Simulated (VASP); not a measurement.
# TlBr: single point with PBE+D3(BJ)

The system is TlBr.

```xyz
2
Lattice="3.9999 0.0000 0.0000 0.0000 3.9999 0.0000 0.0000 0.0000 3.9999" Properties=species:S:1:pos:R:3 pbc="T T T"
Tl    0.0000    0.0000    0.0000
Br    2.0000    2.0000    2.0000
```

* Program: VASP 6.6.1
* Task: single point
* Functional: PBE
* Dispersion: D3(BJ)
* Potentials or basis: VASP PAW PBE potentials, release 64 (Tl_d, Br)
* Cutoff: 500 eV
* k mesh: 6 × 6 × 6
* Occupations: fermi-dirac, width 0.02 eV
* Spin: no spin polarisation

The pressure is -0.1 GPa, the band gap on the k mesh is 1.90 eV and the dispersion energy per atom is -0.271 eV.

Levels at points of the mesh, in eV from the valence-band top:
| k point | band 6 | band 7 | band 8 | band 9 | band 10 | band 11 | band 12 | band 13 | band 14 | band 15 |
| --- | --- | --- | --- | --- | --- | --- | --- | --- | --- | --- |
| (0.00, 0.00, 0.00) | -9.91 | -4.61 | -1.24 | -1.24 | -1.24 | 7.06 | 7.06 | 7.18 | 7.18 | 7.18 |
| (0.50, 0.00, 0.00) | -9.90 | -5.44 | -0.75 | -0.75 | 0.00 | 1.90 | 5.77 | 5.77 | 8.06 | 10.41 |
| (0.50, 0.50, 0.00) | -9.86 | -3.72 | -2.82 | -2.82 | -0.67 | 4.86 | 4.86 | 7.34 | 7.71 | 10.30 |
| (0.50, 0.50, 0.50) | -9.85 | -2.76 | -1.84 | -1.84 | -1.84 | 2.21 | 2.21 | 2.21 | 12.74 | 12.74 |

It took 9.8 s on 1 thread of Intel(R) Xeon(R) Platinum 8488C (Sapphire Rapids), with other jobs on the host, peak memory 0.18 GiB.

Caveat: spin-orbit coupling is left out, which moves the levels of the heavy elements. A k mesh can miss the band edges.
